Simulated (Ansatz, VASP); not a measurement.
**Zn: VASP beside Ansatz**

The input INCAR:

```
  PREC = Accurate
  ENCUT = 500
  EDIFF = 1E-6
  ISMEAR = 0
  SIGMA = 0.020999999999999998
  LREAL = F
  LASPH = T
  NELM = 120
  ALGO = Normal
  ISIF = 2
  LWAVE = F
  LCHARG = F
  GGA = PE
  NBANDS = 12
  GGA_COMPAT = F
```

File KPOINTS:

```
Automatic mesh
0
Gamma
  12 12 12
```

POSCAR

```
Zn
1.0
   -1.5690370000      1.5690370000      1.5690370000
    1.5690370000     -1.5690370000      1.5690370000
    1.5690370000      1.5690370000     -1.5690370000
Zn
1
Direct
    0.0000000000      0.0000000000      0.0000000000
```

input.yaml

```yaml
crystal:
  lattice:
    - [-1.569037, 1.569037, 1.569037]
    - [1.569037, -1.569037, 1.569037]
    - [1.569037, 1.569037, -1.569037]
  atoms:
    - { symbol: Zn, position: [0.0, 0.0, 0.0] }
hamiltonian:
  xc: pbe
  pseudopotentials: { kind: paw }
kpoints:
  mp_grid: { grid: [12, 12, 12] }
scf:
  occupations: { method: gaussian, width: 0.021 }
output:
  forces: true
  stress: true
  eigenvalues: true
```

Alike in both runs: task single point; functional PBE; k mesh 12 × 12 × 12; occupations gaussian, width 0.021 eV; no spin polarisation.

|  | VASP | Ansatz |
| --- | --- | --- |
| version | VASP 6.6.1 | Ansatz 0.2.0 |
| potentials or method | VASP PAW PBE potentials, release 64 (Zn) | Ansatz PAW |
| plane-wave cutoff (eV) | 500 | 420 |
| valence electrons in the cell | 12 | 12 |

Ansatz gave:

* gap on the k mesh at the Fermi level (eV): none
* pressure (GPa): -0.2

**Question.** Which values does VASP return?

**Answer.** gap on the k mesh at the Fermi level (eV): none; pressure (GPa): 0.1.

A gap of «none» marks a metal or a gap that the smearing closes. With one functional, cell and mesh, what is left measures potentials, basis and numerics.
